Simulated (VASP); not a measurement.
# WSe2 in VASP: further runs, part 3 of 3

VASP 6.6.1.

## Step 5: Single point, r2SCAN (uniaxial y strain -3.8%)

Input file POSCAR:

```
WSe2
1.0
    3.2972127305      0.0000000000      0.0000000000
   -1.6486063653      2.7478187678      0.0000000000
    0.0000000000      0.0000000000      7.1842669523
W Se
1 2
Direct
   -0.0017836941     -0.0035673881      0.0000000000
    0.3342251804      0.6684503608      0.2350039246
    0.3342251804      0.6684503608      0.7649960754
```

Input file INCAR.step1:

```
SYSTEM = WSe2
PREC = Accurate
ENCUT = 520
ISMEAR = 0
SIGMA = 0.01
LREAL = .FALSE.
LASPH = .TRUE.
NELM = 80
NBANDS = 20
GGA = PE
ALGO = Normal
EDIFF = 1E-4
LWAVE = .TRUE.
LCHARG = .FALSE.
```

Input file INCAR.step2:

```
SYSTEM = WSe2
PREC = Accurate
ENCUT = 520
EDIFF = 1E-6
ISMEAR = 0
SIGMA = 0.01
LREAL = .FALSE.
LASPH = .TRUE.
NELM = 80
ALGO = Normal
ISIF = 2
LWAVE = .FALSE.
LCHARG = .FALSE.
METAGGA = R2SCAN
LMIXTAU = .TRUE.
NBANDS = 20
ISTART = 1
```

Input file KPOINTS:

```
Automatic mesh
0
G
  12 12 4
  0 0 0
```

Potentials or basis: VASP PAW PBE potentials, release 64 (W_sv, Se).

Run with:

```bash
cat potpaw_PBE.64/W_sv/POTCAR potpaw_PBE.64/Se/POTCAR > POTCAR
cp INCAR.step1 INCAR
mpirun -np 1 vasp_std > vasp.out
cp INCAR.step2 INCAR
mpirun -np 1 vasp_std > vasp.out
```

OUTCAR:

```text
SYSTEM = WSe2
   PREC = Accurate
   ENCUT = 520
   EDIFF = 1E-6
   ISMEAR = 0
   LREAL = .FALSE.
   LASPH = .TRUE.
   NELM = 80
   ISIF = 2
   METAGGA = R2SCAN
   ISTART = 1

 ion  position               nearest neighbor table
   1  0.998  0.996  0.000-   2 2.50   3 2.50   2 2.53   3 2.53   2 2.53   3 2.53
   2  0.334  0.668  0.235-   1 2.50   1 2.53   1 2.53
   3  0.334  0.668  0.765-   1 2.50   1 2.53   1 2.53

  Warning from LATTYP: Monoclinic adjustment (A1->A3, A2->A1, A3->A2)!
  LATTYP: Found a base centered orthorhombic cell.
 ALAT       =     3.2972127305
 B/A-ratio  =     1.6667524921
 C/A-ratio  =     2.1788909420

  Lattice vectors:

 A1 = (   1.6486063653,  -2.7478187678,   0.0000000000)
 A2 = (   1.6486063652,   2.7478187678,   0.0000000000)
 A3 = (   0.0000000000,   0.0000000000,   7.1842669523)

Analysis of symmetry for initial positions (statically):
=====================================================================
 Subroutine PRICEL returns:
 Original cell was already a primitive cell.

 Routine SETGRP: Setting up the symmetry group for a
 base centered orthorhombic supercell.

 Subroutine GETGRP returns: Found  4 space group operations
 (whereof  4 operations were pure point group operations)
 out of a pool of  8 trial point group operations.

The static configuration has the point symmetry C_2v.

Analysis of symmetry for dynamics (positions and initial velocities):
=====================================================================
 Subroutine PRICEL returns:
 Original cell was already a primitive cell.

 Routine SETGRP: Setting up the symmetry group for a
 base centered orthorhombic supercell.

 Subroutine GETGRP returns: Found  4 space group operations
 (whereof  4 operations were pure point group operations)
 out of a pool of  8 trial point group operations.

The dynamic configuration has the point symmetry C_2v.

[... 111 lines left out ...]
   NELECT =      26.0000    total number of electrons
   NUPDOWN=      -1.0000    fix difference up-down
   EMIN   =  10.00;   EMAX   =-10.00  energy-range for DOS
   EFERMI =   0.00;   METHOD = LEGACY
   ISMEAR =     0;   SIGMA  =   0.01  broadening in eV -4-tet -1-fermi 0-gaus
   EFERMI_NEDOS =   21; number of points for ismear=-14 and -15
   IALGO  =     38    algorithm
   IMIX   =      4    mixing-type and parameters
     AMIX     =   0.40;   BMIX     =  1.00
     AMIX_MAG =   1.60;   BMIX_MAG =  1.00
  volume/ion in A,a.u.               =      21.70       146.42
  Fermi-wavevector in a.u.,A,eV,Ry     =   1.205665  2.278377 19.777822  1.453629
  Thomas-Fermi vector in A             =   2.341355
   LORBIT       =      0    0 simple, 1 ext, 2 COOP (PROOUT), +10 PAW based schemes
   METAGGA = R2SCAN    functional components
   LHFCALC =     F    Hartree Fock is set to
   AEXX    =    0.0000 exact exchange contribution
   IVDW    =     0    specifies the selected vdW correction
   LEPSILON=     F    determine dielectric tensor
   LRPA    =     F    only Hartree local field effects (RPA)
 non-spin polarized calculation
 Gauss-broadening in eV      SIGMA  =   0.01
  energy-cutoff  :      520.00
  volume of cell :       65.09
 maximum number of plane-waves:      1774
 NGX is ok and might be reduce to    28
   NGX = 13   NGY = 11   NGZ = 27

 number of electron      26.0000000 magnetization

 Free energy of the ion-electron system (eV)
  ---------------------------------------------------
  ext. energy  EPLUGINS =         0.00000000
  ---------------------------------------------------
  free energy    TOTEN  =       -81.66740646 eV

  energy without entropy =      -81.66740646  energy(sigma->0) =      -81.66740646

 E-fermi :   5.1575     XC(G=0): -10.8238

 val. band max:        5.0875925305   @ k =   0.3333   0.3333   0.5000
 cond. band min:       6.4945179824   @ k =   0.1667   0.1667   0.0000
 fundamental gap:      1.4069254519
 Fermi energy:         5.1574580879

 k-point     1 :       0.0000    0.0000    0.0000
  band No.  band energies     occupation
      1     -70.8682      2.00000
      2     -34.5112      2.00000
      3     -34.3503      2.00000
      4     -34.2839      2.00000
      5     -10.6514      2.00000
      6      -9.2146      2.00000
[... 541 lines left out ...]
     19      13.1638      0.00000
     20      13.9019      0.00000

 [... further k-points ...]
[... 5 lines left out ...]
  --------------------------------------------------------------------------------------
  -------------------------------------------------------------------------------------
  Total        1.2948897      3.8872089      0.6712353     -0.0000000      0.0000000      0.0000000
  in kB       31.8732124     95.6821548     16.5221991     -0.0000000      0.0000000      0.0000000
  external PRESSURE =      48.0258555 kB  Pullay stress =       0.0000000 kB

 VOLUME and BASIS-vectors are now :
 -----------------------------------------------------------------------------
  energy-cutoff  :      520.00
  volume of cell :       65.09
      direct lattice vectors                 reciprocal lattice vectors
     3.297212731  0.000000000  0.000000000     0.303286467  0.181962510  0.000000000
    -1.648606365  2.747818768  0.000000000     0.000000000  0.363925020  0.000000000
     0.000000000  0.000000000  7.184266952     0.000000000  0.000000000  0.139193046

 POSITION                                       TOTAL-FORCE (eV/Angst)
 -----------------------------------------------------------------------------------
      1.64861      2.73802      0.00000         0.000000     -0.000779      0.000000
     -0.00000      1.83678      1.68833        -0.000000      0.000389      0.024550
     -0.00000      1.83678      5.49594        -0.000000      0.000389     -0.024550
 -----------------------------------------------------------------------------------
    total drift:                                0.000006      0.000217     -0.000000

  FREE ENERGIE OF THE ION-ELECTRON SYSTEM (eV)
  ---------------------------------------------------
  free  energy   TOTEN  =       -81.6674064580 eV

  energy  without entropy=      -81.6674064580  energy(sigma->0) =      -81.66740646
```

It took 11 min on 1 thread of Intel Xeon Platinum 8259CL at 2.50GHz (Skylake/Cascade Lake), shared host; peak memory 0.31 GiB.

What came out:

* Free energy: -81.6674 eV
* Pressure: 4.8 GPa
* Largest force: 0.025 eV/Å
* Band gap on the k mesh: 1.41 eV, indirect (least direct gap 1.93 eV)

Forces in eV/Å, atoms in the order of the input:
```
W    0.000 -0.001  0.000
Se   0.000  0.000  0.025
Se   0.000  0.000 -0.025
```

Stress tensor (GPa, compression positive):
```
3.19 0.00 0.00
0.00 9.57 0.00
0.00 0.00 1.65
```

Caveat: the cell differs from its parent crystal (uniaxial y strain -3.8%); the PAW data sets were made with another functional, which shifts forces and pressure a little; spin-orbit coupling is left out, which moves the levels of the heavy elements.

## Step 6: The runs side by side

| level | cell | smearing | gap on the mesh (eV) | pressure (GPa) | largest force (eV/Å) |
| --- | --- | --- | --- | --- | --- |
| PBE | a = 3.310, b = 3.310, c = 7.213 Å, angles 90.0, 90.0, 120.0°, 3 atoms | fermi-dirac 0.02 eV | 1.38 | 2.6 | 0.34 |
| r2SCAN | a = 3.310, b = 3.310, c = 7.213 Å, angles 90.0, 90.0, 120.0°, 3 atoms | gaussian 0.01 eV | 1.50 | 0.8 | 0.02 |
| PBE | a = 3.297, b = 3.204, c = 7.184 Å, angles 90.0, 90.0, 121.0°, 3 atoms | fermi-dirac 0.02 eV | 1.27 | 6.6 | 0.36 |
| r2SCAN | a = 3.297, b = 3.204, c = 7.184 Å, angles 90.0, 90.0, 121.0°, 3 atoms | gaussian 0.01 eV | 1.41 | 4.8 | 0.02 |

Alike in all rows: task single point; potentials or basis VASP PAW PBE potentials, release 64 (W_sv, Se); no spin polarisation; k mesh 12 × 12 × 4; cutoff (eV) 520.

Caveats: spin-orbit coupling is left out, which moves the levels of the heavy elements; this functional lacks dispersion, which binds the layers, so the pressure and a relaxed spacing across them are unreliable (some runs); the PAW data sets were made with another functional, which shifts forces and pressure a little (some runs).

Total energies depend on the potentials used, so only differences within one code and one set of settings carry meaning.
